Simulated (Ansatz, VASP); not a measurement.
## Ge: VASP beside Ansatz

Contents of POSCAR:

```
Ge
1.0
    0.0000000000      2.6166122500      2.8287700000
    3.0409277500      0.0000000000      2.8287700000
    3.0409277500      2.6166122500      0.0000000000
Ge
2
Direct
    0.5000000000      0.5000000000      0.5000000000
    0.7500000000      0.7500000000      0.7500000000
```

INCAR.step1

```
SYSTEM = Ge
PREC     = Accurate       ! precision mode
ENCUT    = 520            ! plane-wave cutoff, eV
ISMEAR   = 0              ! smearing method
SIGMA    = 0.05           ! smearing width, eV
LREAL    = .False.        ! projectors in reciprocal space
LASPH    = .True.         ! aspherical terms in the spheres
NELM     = 100            ! most SCF steps
NBANDS   = 21             ! bands
GGA      = PE             ! functional
ALGO     = Normal         ! electronic algorithm
EDIFF    = 1E-4           ! SCF threshold, eV
LWAVE    = .True.         ! write WAVECAR
LCHARG   = .False.        ! write CHGCAR
```

File INCAR.step2:

```
SYSTEM = Ge
PREC     = Accurate       ! precision mode
ENCUT    = 520            ! plane-wave cutoff, eV
EDIFF    = 1E-6           ! SCF threshold, eV
ISMEAR   = 0              ! smearing method
SIGMA    = 0.05           ! smearing width, eV
LREAL    = .False.        ! projectors in reciprocal space
LASPH    = .True.         ! aspherical terms in the spheres
NELM     = 100            ! most SCF steps
ALGO     = Normal         ! electronic algorithm
ISIF     = 2              ! what is computed and relaxed
LWAVE    = .False.        ! write WAVECAR
LCHARG   = .False.        ! write CHGCAR
METAGGA  = R2SCAN         ! meta-GGA
LMIXTAU  = .True.       
NBANDS   = 21             ! bands
ISTART   = 1
```

The input KPOINTS:

```
regular mesh
0
Gamma
  10 10 10
  0 0 0
```

Input for Ansatz:

```yaml
crystal:
  lattice:
    - [0.0, 2.61661225, 2.82877]
    - [3.04092775, 0.0, 2.82877]
    - [3.04092775, 2.61661225, 0.0]
  atoms:
    - { symbol: Ge, position: [0.5, 0.5, 0.5] }
    - { symbol: Ge, position: [0.75, 0.75, 0.75] }
basis:
  ecutwfc: 500
kpoints:
  mp_grid: { grid: [10, 10, 10] }
hamiltonian:
  xc: r2scan
scf:
  occupations: { method: gaussian, width: 0.05 }
output:
  forces: true
  stress: true
  eigenvalues: true
```

Change from the starting cell: strain +0.0750 x Voigt [1, -1, 0, 0, 0, 0], atoms carried along.

Alike in both runs: task single point; functional r2SCAN; k mesh 10 × 10 × 10; occupations gaussian, width 0.05 eV; no spin polarisation.

|  | VASP | Ansatz |
| --- | --- | --- |
| version | VASP 6.6.1 | Ansatz 0.2.0 |
| potentials or method | VASP PAW PBE potentials, release 64 (Ge_d), cutoff 520 eV | scalar-relativistic, plane waves, PAW |
| valence electrons in the cell | 28 | 28 |

|  | VASP | Ansatz | Ansatz less VASP |
| --- | --- | --- | --- |
| gap on the k mesh at the Fermi level (eV) | none | none | - |
| pressure (GPa) | 1.1 | 1.0 | -0.10 |
| traceless stress, the component that is largest in VASP (GPa) | -6.58 | -6.66 | -0.090 |

VASP's potentials were made for PBE, not for r2SCAN. A gap of «none» marks a metal or a gap that the smearing closes. With one functional, cell and mesh, what is left measures potentials, basis and numerics.
